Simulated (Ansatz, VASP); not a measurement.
## CaO: VASP beside Ansatz

```
Ca O
1.0
     0.00000    2.41227    2.48574
     2.41227    0.00000    2.48574
     2.41227    2.41227    0.00000
Ca O
1 1
Direct
  0.00000 0.00000 0.00000
  0.50000 0.50000 0.50000
```

Change from the starting cell: strain -0.015 along x and y, +0.015 along z, atoms carried along.

Alike in both runs: task single point; functional PBE; k mesh 8 × 8 × 8; occupations gaussian, width 0.05 eV; no spin polarisation.

```csv
,VASP,Ansatz
version,VASP 6.6.1,Ansatz 0.2.0
potentials or method,"VASP PAW PBE potentials, release 64 (Ca_sv, O), cutoff 520 eV","scalar-relativistic, plane waves, PAW"
valence electrons in the cell,16,16
```

Ansatz gave:

```
gap on the k mesh at the Fermi level (eV)                     : 3.62
least direct gap on the mesh (eV)                             : 4.02
pressure (GPa)                                                : -2.4
traceless stress, the component that is largest in VASP (GPa) : -2.32
```

Question: Estimate VASP's values.

Answer: gap on the k mesh at the Fermi level (eV): 3.60; least direct gap on the mesh (eV): 4.00; pressure (GPa): -1.9; traceless stress, the component that is largest in VASP (GPa): -2.44.
